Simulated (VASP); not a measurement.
# CdO (Monteponite) (Fm-3m) in VASP: settings compared, part 2 of 2

VASP 6.6.1. The steps go on from the part before.

## Step 5: Single point, HSE06

POSCAR

```
CdO
1.0
    0.0000000000      2.3530040401      2.3530040401
    2.3530040401      0.0000000000      2.3530040401
    2.3530040401      2.3530040401      0.0000000000
Cd O
1 1
Direct
    0.0000000000      0.0000000000      0.0000000000
    0.5000000000      0.5000000000      0.5000000000
```

INCAR.step1

```
PREC = Accurate
ENCUT = 520
EDIFF = 1E-5
ISMEAR = -1
SIGMA = 0.02
LREAL = False
LASPH = True
NELM = 120
ALGO = Normal
ISIF = 2
LWAVE = True
LCHARG = False
NBANDS = 16
GGA = PE
GGA_COMPAT = False
```

INCAR.step2

```
PREC = Accurate
ENCUT = 520
EDIFF = 1E-6
ISMEAR = -1
SIGMA = 0.02
LREAL = False
LASPH = True
NELM = 120
ALGO = Normal
ISIF = 2
LWAVE = False
LCHARG = False
GGA = PE
LHFCALC = True
HFSCREEN = 0.2079
PRECFOCK = Normal
NBANDS = 16
ISTART = 1
GGA_COMPAT = False
```

KPOINTS

```
Automatic mesh
0
Gamma
  4 4 4
```

Potentials or basis: VASP PAW PBE potentials, release 64 (Cd, O).

Launch:

```console
> cat potpaw_PBE.64/Cd/POTCAR potpaw_PBE.64/O/POTCAR > POTCAR
> cp INCAR.step1 INCAR
> mpirun -np 1 vasp_std > vasp.out
> cp INCAR.step2 INCAR
> mpirun -np 1 vasp_std > vasp.out
```

OUTCAR:

```text
PREC = Accurate
   ENCUT = 520
   EDIFF = 1E-6
   ISMEAR = -1
   LREAL = False
   LASPH = True
   NELM = 120
   ISIF = 2
   GGA = PE
   LHFCALC = True
   HFSCREEN = 0.2079
   PRECFOCK = Normal
   ISTART = 1

 ion  position               nearest neighbor table
   1  0.000  0.000  0.000-   2 2.35   2 2.35   2 2.35   2 2.35   2 2.35   2 2.35
   2  0.500  0.500  0.500-   1 2.35   1 2.35   1 2.35   1 2.35   1 2.35   1 2.35

  LATTYP: Found a face centered cubic cell.
 ALAT       =     4.7060080802

  Lattice vectors:

 A1 = (   0.0000000000,   2.3530040401,   2.3530040401)
 A2 = (   2.3530040401,   0.0000000000,   2.3530040401)
 A3 = (   2.3530040401,   2.3530040401,   0.0000000000)

Analysis of symmetry for initial positions (statically):
=====================================================================
 Subroutine PRICEL returns:
 Original cell was already a primitive cell.

 Routine SETGRP: Setting up the symmetry group for a
 face centered cubic supercell.

[... 152 lines left out ...]
  ---------------------------------------------------
  free energy    TOTEN  =        -9.97425342 eV

  energy without entropy =       -9.97425342  energy(sigma->0) =       -9.97425342

 E-fermi :   1.4313     XC(G=0):  -9.5344

 val. band max:        0.9796007968   @ k =   0.5000   0.0000   0.0000
 cond. band min:       1.8750599694   @ k =   0.0000   0.0000   0.0000
 fundamental gap:      0.8954591726
 Fermi energy:         1.4313411120

 k-point     1 :       0.0000    0.0000    0.0000
  band No.  band energies     occupation
      1     -17.9353      2.00000
      2      -6.5408      2.00000
      3      -6.5408      2.00000
      4      -6.5408      2.00000
      5      -6.2862      2.00000
      6      -6.2862      2.00000
[... 129 lines left out ...]
      3      -6.6380      2.00000
      4      -6.6380      2.00000
      5      -5.8508      2.00000
      6      -5.6716      2.00000
[... 8 lines left out ...]
     15      21.6284      0.00000
     16      28.8241      0.00000

------------------------ aborting loop because EDIFF is reached ----------------------------------------

  FORCE on cell =-STRESS in cart. coord.  units (eV):
  Direction    XX          YY          ZZ          XY          YZ          ZX
  --------------------------------------------------------------------------------------
  -------------------------------------------------------------------------------------
  Total        0.2546441      0.2546441      0.2546441     -0.0000000      0.0000000     -0.0000000
  in kB       15.6583567     15.6583567     15.6583567     -0.0000000      0.0000000     -0.0000000
  external PRESSURE =      15.6583567 kB  Pullay stress =       0.0000000 kB

 VOLUME and BASIS-vectors are now :
 -----------------------------------------------------------------------------
  energy-cutoff  :      520.00
  volume of cell :       26.06
      direct lattice vectors                 reciprocal lattice vectors
     0.000000000  2.353004040  2.353004040    -0.212494323  0.212494323  0.212494323
     2.353004040  0.000000000  2.353004040     0.212494323 -0.212494323  0.212494323
     2.353004040  2.353004040  0.000000000     0.212494323  0.212494323 -0.212494323

 POSITION                                       TOTAL-FORCE (eV/Angst)
 -----------------------------------------------------------------------------------
      0.00000      0.00000      0.00000        -0.000000      0.000000     -0.000000
      2.35300      2.35300      2.35300         0.000000      0.000000      0.000000
 -----------------------------------------------------------------------------------
    total drift:                                0.000000      0.000001      0.000001

  FREE ENERGIE OF THE ION-ELECTRON SYSTEM (eV)
  ---------------------------------------------------
  free  energy   TOTEN  =        -9.9742534250 eV

  energy  without entropy=       -9.9742534250  energy(sigma->0) =       -9.97425342
```

OUTCAR.step1:

```text
PREC = Accurate
   ENCUT = 520
   EDIFF = 1E-5
   ISMEAR = -1
   LREAL = False
[... 355 lines left out ...]
      0.00000      0.00000      0.00000        -0.000000     -0.000000     -0.000000
      2.35300      2.35300      2.35300         0.000000      0.000000      0.000000
 -----------------------------------------------------------------------------------
    total drift:                                0.000000      0.000000      0.000000

  FREE ENERGIE OF THE ION-ELECTRON SYSTEM (eV)
  ---------------------------------------------------
  free  energy   TOTEN  =        -7.6802705832 eV

  energy  without entropy=       -7.6783554023  energy(sigma->0) =       -7.67931299
```

OSZICAR.step1:

```text
N       E                     dE             d eps       ncg     rms          rms(c)
DAV:   1     0.118093467214E+03    0.11809E+03   -0.10734E+04   256   0.118E+03
DAV:   2    -0.625627491546E+01   -0.12435E+03   -0.11521E+03   296   0.291E+02
DAV:   3    -0.949941561654E+01   -0.32431E+01   -0.32391E+01   312   0.524E+01
DAV:   4    -0.950705318277E+01   -0.76376E-02   -0.76375E-02   328   0.240E+00
DAV:   5    -0.950707626356E+01   -0.23081E-04   -0.23081E-04   320   0.118E-01    0.105E+01
DAV:   6    -0.774938501265E+01    0.17577E+01   -0.51396E+00   328   0.365E+01    0.914E+00
DAV:   7    -0.769966301295E+01    0.49722E-01   -0.63053E-01   256   0.759E+00    0.470E+00
DAV:   8    -0.768373875716E+01    0.15924E-01   -0.98986E-02   272   0.276E+00    0.669E-01
DAV:   9    -0.768017341655E+01    0.35653E-02   -0.78252E-03   320   0.896E-01    0.113E-01
DAV:  10    -0.768024344949E+01   -0.70033E-04   -0.86965E-04   288   0.292E-01    0.377E-02
DAV:  11    -0.768027445752E+01   -0.31008E-04   -0.44256E-05   320   0.655E-02    0.206E-02
DAV:  12    -0.768027058324E+01    0.38743E-05   -0.80057E-06   184   0.292E-02
   1 F= -.76802706E+01 E0= -.76793130E+01  d E =-.191518E-02
```

Run time: 2.7 min. Hardware: 1 thread of Intel Xeon 6975P-C (Granite Rapids), shared host; peak memory 0.26 GiB.

What came out:

```yaml
Free_energy: -9.9743 eV
Pressure: 1.6 GPa
Band_gap_on_the_k_mesh: 0.90 eV, indirect (least direct gap 2.23 eV)
```

Levels at points of the mesh, in eV from the valence-band top:
| k point | band 6 | band 7 | band 8 | band 9 | band 10 | band 11 | band 12 | band 13 |
| --- | --- | --- | --- | --- | --- | --- | --- | --- |
| (0.00, 0.00, 0.00) | -7.27 | -1.34 | -1.34 | -1.34 | 0.90 | 16.54 | 18.73 | 18.73 |
| (0.50, 0.00, 0.00) | -6.98 | -4.11 | 0.00 | 0.00 | 5.88 | 9.31 | 13.73 | 13.73 |
| (0.50, 0.50, 0.00) | -6.54 | -4.56 | -2.41 | -2.41 | 5.58 | 10.43 | 12.66 | 15.46 |

Caveat: the k points lie up to 0.58 Å⁻¹ apart; the PAW data sets were made with another functional, which shifts forces and pressure a little. A k mesh can miss the band edges.

## Step 6: Single point, r2SCAN50

POSCAR is that of step 5.

INCAR.step1

```
PREC = Accurate
ENCUT = 580
EDIFF = 1E-5
ISMEAR = -1
SIGMA = 0.02
LREAL = F
LASPH = T
NELM = 120
ALGO = Normal
ISIF = 2
LWAVE = T
NBANDS = 16
GGA = PE
GGA_COMPAT = F
```

INCAR.step2

```
PREC = Accurate
ENCUT = 580
EDIFF = 1E-6
ISMEAR = -1
SIGMA = 0.02
LREAL = F
LASPH = T
NELM = 120
ALGO = Normal
ISIF = 2
LWAVE = F
LCHARG = T
METAGGA = R2SCAN
LHFCALC = T
AEXX = 0.5
LMIXTAU = T
PRECFOCK = Normal
LELF = T
LVHAR = T
NBANDS = 16
ISTART = 1
GGA_COMPAT = F
```

KPOINTS

```
regular mesh
0
Gamma
  4 4 4
```

Potentials or basis: VASP PAW PBE potentials, release 64 (Cd, O).

Launch:

```console
> cat potpaw_PBE.64/Cd/POTCAR potpaw_PBE.64/O/POTCAR > POTCAR
> cp INCAR.step1 INCAR
> mpirun -np 1 vasp_std > vasp.out
> cp INCAR.step2 INCAR
> mpirun -np 1 vasp_std > vasp.out
```

It took 3.1 min on 1 thread of Intel Xeon 6975P-C (Granite Rapids), shared host; peak memory 0.16 GiB.

It converged, with:

```
Free energy            : -24.2657 eV
Pressure               : -4.7 GPa
Band gap on the k mesh : 4.16 eV, indirect (least direct gap 5.53 eV)
```

Levels at points of the mesh, in eV from the valence-band top:
| k point | band 7 | band 8 | band 9 | band 10 | band 11 | band 12 |
| --- | --- | --- | --- | --- | --- | --- |
| (0.00, 0.00, 0.00) | -1.37 | -1.37 | -1.37 | 4.16 | 19.96 | 22.42 |
| (0.50, 0.00, 0.00) | -4.38 | 0.00 | 0.00 | 9.23 | 13.24 | 17.52 |
| (0.50, 0.50, 0.00) | -4.79 | -2.53 | -2.53 | 9.25 | 14.23 | 15.99 |

Caveat: the k points lie up to 0.58 Å⁻¹ apart; the PAW data sets were made with another functional, which shifts forces and pressure a little. A k mesh can miss the band edges.

## Step 7: Summary

```tsv
level	k mesh	cutoff (eV)	smearing	grid for exact exchange (PRECFOCK)	screening parameter	gap on the mesh (eV)	pressure (GPa)
r2SCAN	6 × 6 × 6	660	methfessel-paxton 0.2 eV	-	-	-	1.6
r2SCAN	6 × 6 × 6	660	methfessel-paxton 0.001 eV	-	-	0.06	1.5
r2SCAN+D4	6 × 6 × 6	660	fermi-dirac 0.02 eV	-	-	0.07	0.2
HSE06	4 × 4 × 4	520	fermi-dirac 0.02 eV	Normal	0.2079 1/Å	0.90	1.6
r2SCAN50	4 × 4 × 4	580	fermi-dirac 0.02 eV	Normal	-	4.16	-4.7
```

Alike in all rows: task single point; potentials or basis VASP PAW PBE potentials, release 64 (Cd, O); no spin polarisation; cell as given.

Caveats: some runs use coarse meshes; the PAW data sets were made with another functional, which shifts forces and pressure a little.

Total energies depend on the potentials used, so only differences within one code and one set of settings carry meaning.
